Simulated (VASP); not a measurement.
# Co (P6_3/mmc) in VASP: single point with PBEsol

Aim: the single point of Co with PBEsol.

Everything below comes from runs of VASP 6.6.1. Logs are shortened: lines on timing, memory, paths and dates and some standing lists are left out, and cuts for length are marked.

### 1 The cell of the first run

Symmetry: P6_3/mmc, No. 194, hexagonal system. The conventional cell has a = 2.519 Å, b = 2.519 Å, c = 4.091 Å, α = 90.00°, β = 90.00°, γ = 120.00°. Co (site symmetry -6m2) has 12 Co at 2.51 to 2.52 Å within 3.3 Å.

### 2 Single point, PBEsol, collinear spin, ferromagnetic start

INCAR reads:

```
PREC = Accurate ; ENCUT = 520
EDIFF = 1E-6 ; ISMEAR = 0
SIGMA = 0.15 ; LREAL = False
LASPH = True ; NELM = 150
ALGO = Fast ; ISIF = 2
LWAVE = False ; LCHARG = False
ISPIN = 2 ; MAGMOM = 1.94 1.94
LORBIT = 11 ; LMAXMIX = 4
GGA = PS ; NBANDS = 20
```

KPOINTS reads:

```
regular mesh
0
Gamma
  24 24 12
```

POSCAR reads:

```
Co
1.0
    2.5190008694      0.0000000000      0.0000000000
   -1.2595004347      2.1815187451      0.0000000000
    0.0000000000      0.0000000000      4.0910000000
Co
2
Direct
    0.3333333333      0.6666666667      0.2500000000
    0.6666666667      0.3333333333      0.7500000000
```

Potentials or basis: VASP PAW PBE potentials, release 64 (Co).

Command:

```console
cat potpaw_PBE.64/Co/POTCAR > POTCAR
mpirun -np 1 vasp_std > vasp.out
```

OUTCAR:

```text
PREC = Accurate
   ENCUT = 520
   EDIFF = 1E-6
   ISMEAR = 0
   LREAL = False
   LASPH = True
   NELM = 150
   ISIF = 2
   ISPIN = 2
   LORBIT = 11
   GGA = PS

 ion  position               nearest neighbor table
   1  0.333  0.667  0.250-   2 2.51   2 2.51   2 2.51   2 2.51   2 2.51   2 2.51
   2  0.667  0.333  0.750-   1 2.51   1 2.51   1 2.51   1 2.51   1 2.51   1 2.51

  LATTYP: Found a hexagonal cell.
 ALAT       =     2.5190008694
 C/A-ratio  =     1.6240566050

  Lattice vectors:

 A1 = (   2.5190008694,   0.0000000000,   0.0000000000)
 A2 = (  -1.2595004347,   2.1815187451,   0.0000000000)
 A3 = (   0.0000000000,   0.0000000000,   4.0910000000)

Analysis of symmetry for initial positions (statically):
=====================================================================
 Subroutine PRICEL returns:
 Original cell was already a primitive cell.

 Routine SETGRP: Setting up the symmetry group for a
 hexagonal supercell.

 Subroutine GETGRP returns: Found 24 space group operations
 (whereof 12 operations were pure point group operations)
 out of a pool of 24 trial point group operations.

The static configuration has the point symmetry D_3d.
 The point group associated with its full space group is D_6h.

Analysis of symmetry for dynamics (positions and initial velocities):
=====================================================================
 Subroutine PRICEL returns:
 Original cell was already a primitive cell.

 Routine SETGRP: Setting up the symmetry group for a
 hexagonal supercell.

 Subroutine GETGRP returns: Found 24 space group operations
 (whereof 12 operations were pure point group operations)
 out of a pool of 24 trial point group operations.

The dynamic configuration has the point symmetry D_3d.
 The point group associated with its full space group is D_6h.

Analysis of structural, dynamic, and magnetic symmetry:
=====================================================================
 Subroutine PRICEL returns:
 Original cell was already a primitive cell.

 Routine SETGRP: Setting up the symmetry group for a
 hexagonal supercell.

 Subroutine GETGRP returns: Found 24 space group operations
 (whereof 12 operations were pure point group operations)
 out of a pool of 24 trial point group operations.

The overall configuration has the point symmetry D_3d.
 The point group associated with its full space group is D_6h.

 Subroutine INISYM returns: Found 24 space group operations
 (whereof 12 operations are pure point group operations),
 and found     1 'primitive' translations

----------------------------------------------------------------------------------------
[... 118 lines left out ...]
   GGA     = PS    functional components
   LHFCALC =     F    Hartree Fock is set to
   AEXX    =    0.0000 exact exchange contribution
   IVDW    =     0    specifies the selected vdW correction
   LEPSILON=     F    determine dielectric tensor
   LRPA    =     F    only Hartree local field effects (RPA)
 spin polarized calculation
 RMM-DIIS sequential band-by-band and
 Gauss-broadening in eV      SIGMA  =   0.15
  energy-cutoff  :      520.00
  volume of cell :       22.48
 maximum number of plane-waves:       621
 NGX is ok and might be reduce to    20
   NGX =  9   NGY =  9   NGZ = 15

 number of electron      18.0000005 magnetization       3.2592441

 Free energy of the ion-electron system (eV)
  ---------------------------------------------------
  ext. energy  EPLUGINS =         0.00000000
  ---------------------------------------------------
  free energy    TOTEN  =       -15.38032588 eV

  energy without entropy =      -15.35988796  energy(sigma->0) =      -15.37010692

 E-fermi :   9.5821     XC(G=0): -13.3703

 val. band max:        9.5819794827   @ k =   0.4167   0.0833   0.4167
 cond. band min:       9.5822547470   @ k =   0.2500   0.2500   0.4167
 fundamental gap:      0.0002752643
 Fermi energy:         9.5821155913

 spin component 1

 k-point     1 :       0.0000    0.0000    0.0000
  band No.  band energies     occupation
      1       0.8169      1.00000
      2       4.5910      1.00000
      3       7.0094      1.00000
      4       7.0545      1.00000
      5       7.0545      1.00000
      6       7.3452      1.00000
[... 541 lines left out ...]
     19      31.4809      0.00000
     20      33.3786      0.00000

 [... further k-points ...]

 spin component 2

 k-point     1 :       0.0000    0.0000    0.0000
  band No.  band energies     occupation
      1       0.8664      1.00000
      2       5.5521      1.00000
      3       8.6394      1.00000
      4       8.6929      1.00000
      5       8.6929      1.00000
      6       9.0347      1.00000
[... 541 lines left out ...]
     19      31.9385      0.00000
     20      33.6993      0.00000

 [... further k-points ...]

------------------------ aborting loop because EDIFF is reached ----------------------------------------

  FORCE on cell =-STRESS in cart. coord.  units (eV):
  Direction    XX          YY          ZZ          XY          YZ          ZX
  --------------------------------------------------------------------------------------
  -------------------------------------------------------------------------------------
  Total       -2.2845414     -2.2845414     -2.4480328     -0.0000000      0.0000000      0.0000000
  in kB     -162.8144242   -162.8144242   -174.4661046     -0.0000000      0.0000000      0.0000000
  external PRESSURE =    -166.6983177 kB  Pullay stress =       0.0000000 kB

 VOLUME and BASIS-vectors are now :
 -----------------------------------------------------------------------------
  energy-cutoff  :      520.00
  volume of cell :       22.48
      direct lattice vectors                 reciprocal lattice vectors
     2.519000869  0.000000000  0.000000000     0.396982793  0.229198122  0.000000000
    -1.259500435  2.181518745  0.000000000     0.000000000  0.458396244  0.000000000
     0.000000000  0.000000000  4.091000000     0.000000000  0.000000000  0.244439012

 POSITION                                       TOTAL-FORCE (eV/Angst)
 -----------------------------------------------------------------------------------
     -0.00000      1.45435      1.02275        -0.000000      0.000000      0.000000
      1.25950      0.72717      3.06825         0.000000     -0.000000      0.000000
 -----------------------------------------------------------------------------------
    total drift:                               -0.000000      0.000000     -0.000000

  FREE ENERGIE OF THE ION-ELECTRON SYSTEM (eV)
  ---------------------------------------------------
  free  energy   TOTEN  =       -15.3803258813 eV

  energy  without entropy=      -15.3598879569  energy(sigma->0) =      -15.37010692

 total charge

# of ion       s       p       d       tot
------------------------------------------
    1        0.475   0.494   7.235   8.204
    2        0.475   0.494   7.235   8.204
--------------------------------------------------
tot          0.949   0.989  14.470  16.408

 magnetization (x)

# of ion       s       p       d       tot
------------------------------------------
    1       -0.014  -0.051   1.717   1.652
    2       -0.014  -0.051   1.717   1.652
--------------------------------------------------
tot         -0.029  -0.101   3.433   3.303
```

stdout:

```text
POSCAR found type information on POSCAR Co
 POSCAR found :  1 types and       2 ions
 scaLAPACK will be used
 -----------------------------------------------------------------------------
|                                                                             |
|                                                                             |
|     You enforced a specific xc type in the INCAR file but a different       |
|     I HOPE YOU KNOW WHAT YOU ARE DOING!                                     |
|                                                                             |
 -----------------------------------------------------------------------------

 LDA part: xc-table for (Slater+PW92), standard interpolation
 POSCAR, INCAR and KPOINTS ok, starting setup
 FFT: planning ... GRIDC
 FFT: planning ... GRID_SOFT
 FFT: planning ... GRID
 WAVECAR not read
 entering main loop
WARNING in EDDRMM: call to ZHEGV failed, returncode =   8  4     19
WARNING in EDDRMM: call to ZHEGV failed, returncode =   6  3     20
WARNING in EDDRMM: call to ZHEGV failed, returncode =   8  4     20
WARNING in EDDRMM: call to ZHEGV failed, returncode =   6  3     18
WARNING in EDDRMM: call to ZHEGV failed, returncode =   6  3     18
```

Run time: 11 min. Hardware: 1 thread of Intel Xeon 8259CL, shared host; peak memory 0.36 GiB.

What came out:

| Property | Result |
| --- | --- |
| Free energy | -15.3803 eV |
| Pressure | -16.7 GPa |
| Net moment | 3.26 μB per cell |
| Site moments | Co +1.65 μB |
| Valence electrons inside the program's atomic spheres | Co 8.20 |

Stress tensor (GPa, compression positive):
```
-16.28   0.00   0.00
  0.00 -16.28   0.00
  0.00   0.00 -17.45
```

Caveat: the cell stands under tension; the PAW data sets were made with another functional, which shifts forces and pressure a little.
